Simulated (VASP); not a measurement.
# LiS3: relaxation of cell and atoms with PBE

The system is LiS3.

```xyz
4
Lattice="4.1377 0.0000 0.0000 0.0000 4.1377 0.0000 0.0000 0.0000 4.1377" Properties=species:S:1:pos:R:3 pbc="T T T"
Li    0.0000    0.0000    0.0000
S     0.0000    2.0688    2.0688
S     2.0688    2.0688    0.0000
S     2.0688    0.0000    2.0688
```

The cell was built from a structure type or drawn by symmetry, and may not be a known phase.

| Item | Value |
| --- | --- |
| Program | VASP 6.6.1 |
| Task | relaxation of cell and atoms |
| Functional | PBE |
| Potentials or basis | VASP PAW PBE potentials, release 64 (Li_sv, S) |
| Cutoff | 600 eV |
| k mesh | 4 × 4 × 4 |
| Occupations | gaussian, width 0.1 eV |
| Spin | no spin polarisation |
| Dipole correction | no |
| Further INCAR settings | ALGO = Normal; EDIFF = 1e-07; IBRION = 2; EDIFFG = -0.04; NSW = 90; ISIF = 3 |

```
Relaxed volume                        : 16.03 Å³/atom
Relaxed cell                          : a = 4.002 Å, b = 4.002 Å, c = 4.002 Å, α = 90.00°, β = 90.00°, γ = 90.00°
Space group after relaxing (to 0.1 Å) : Pm-3m (No. 221)
Energy gained by relaxing             : 28.6 meV/atom
Ionic steps                           : 3
Pressure after relaxing               : -0.1 GPa
Band gap on the k mesh                : zero (an odd number of electrons rules out a gap without spin polarisation)
```

Step by step:
| step | energy change (eV) | largest force (eV/Å) | pressure (GPa) | volume (Å³) |
| --- | --- | --- | --- | --- |
| 1 | 0.0000 | 0.0000 | -4.92 | 70.84 |
| 2 | -0.1091 | 0.0000 | -1.24 | 65.41 |
| 3 | -0.1144 | 0.0000 | -0.06 | 64.10 |

Final structure:
```yaml
crystal:
  lattice:
    - [4.00213, 0.00000, 0.00000]
    - [0.00000, 4.00213, 0.00000]
    - [0.00000, 0.00000, 4.00213]
  atoms:
    - { symbol: Li, position: [0.00000, 0.00000, 0.00000] }
    - { symbol: S, position: [0.00000, 0.50000, 0.50000] }
    - { symbol: S, position: [0.50000, 0.50000, 0.00000] }
    - { symbol: S, position: [0.50000, 0.00000, 0.50000] }
```

Levels at points of the mesh, in eV from the Fermi level:
| k point | band 8 | band 9 | band 10 | band 11 | band 12 | band 13 |
| --- | --- | --- | --- | --- | --- | --- |
| (0.00, 0.00, 0.00) | -0.95 | -0.95 | -0.95 | 1.20 | 1.20 | 1.20 |
| (0.50, 0.00, 0.00) | -2.89 | -2.89 | -2.35 | -2.06 | 0.64 | 0.64 |
| (0.50, 0.50, 0.00) | -2.60 | -2.60 | -2.52 | -2.52 | 1.49 | 1.65 |
| (0.50, 0.50, 0.50) | -6.10 | 1.67 | 1.67 | 1.74 | 1.74 | 1.74 |

Wall time 21 s on 1 thread of Intel(R) Xeon(R) Platinum 8559C (Emerald Rapids) (shared host), peak memory 0.2 GiB.

Caveat: the k points lie up to 0.39 Å⁻¹ apart in the final cell, too coarse for converged energies and pressures of a metal; the cutoff is under 1.25 times the usual one of these potentials, so pressure, stress and relaxed cells hold a basis-set (Pulay) error.
